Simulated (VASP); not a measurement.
Write the native input for VASP 6.6.1 that does the following.

| Item | Value |
| --- | --- |
| Task | single point |
| Functional | PBE |
| Potentials or basis | VASP PAW PBE potentials, release 64 (Si, C) |
| Cutoff | 600 eV |
| k mesh | 12 × 12 × 6 |
| Occupations | gaussian, width 0.02 eV |
| Spin | no spin polarisation |
| Dipole correction | no |
| Further INCAR settings | ALGO = Normal; EDIFF = 1e-06; NBANDS = 16 |

The structure of SiC lies in POSCAR:

```
SiC
1.0
    3.0919054426      0.0000000000      0.0000000000
   -1.5459527213      2.6776686594      0.0000000000
    0.0000000000      0.0000000000      5.0742421221
Si C
2 2
Direct
    0.3333333333      0.6666666667      0.0005820816
    0.6666666667      0.3333333333      0.5005820816
    0.3333333333      0.6666666667      0.3764179184
    0.6666666667      0.3333333333      0.8764179184
```

The input as run:

INCAR

```
ALGO     = Normal         # electronic algorithm
EDIFF    = 1E-6           # SCF threshold, eV
ENCUT    = 600            # plane-wave cutoff, eV
GGA      = PE             # functional
GGA_COMPAT= F            
ISIF     = 2              # what is computed and relaxed
ISMEAR   = 0              # smearing method
LASPH    = T              # aspherical terms in the spheres
LCHARG   = F              # write CHGCAR
LREAL    = F              # projectors in reciprocal space
LWAVE    = F              # write WAVECAR
NBANDS   = 16             # bands
NELM     = 120            # most SCF steps
PREC     = Accurate       # precision mode
SIGMA    = 0.02           # smearing width, eV
```

KPOINTS

```
k-points
0
Gamma
  12 12 6
```

Potentials or basis: VASP PAW PBE potentials, release 64 (Si, C).

Launch:

```console
$ cat potpaw_PBE.64/Si/POTCAR potpaw_PBE.64/C/POTCAR > POTCAR
$ mpirun -np 1 vasp_std > vasp.out
```

It gave:

The pressure is -0.2 GPa. The band gap on the k mesh is 2.30 eV (least direct gap 3.94 eV).

Run time: 93 s on 1 thread of AMD EPYC 7R43 64-Core Processor (Zen 3), on a shared host, peak memory 0.16 GiB.
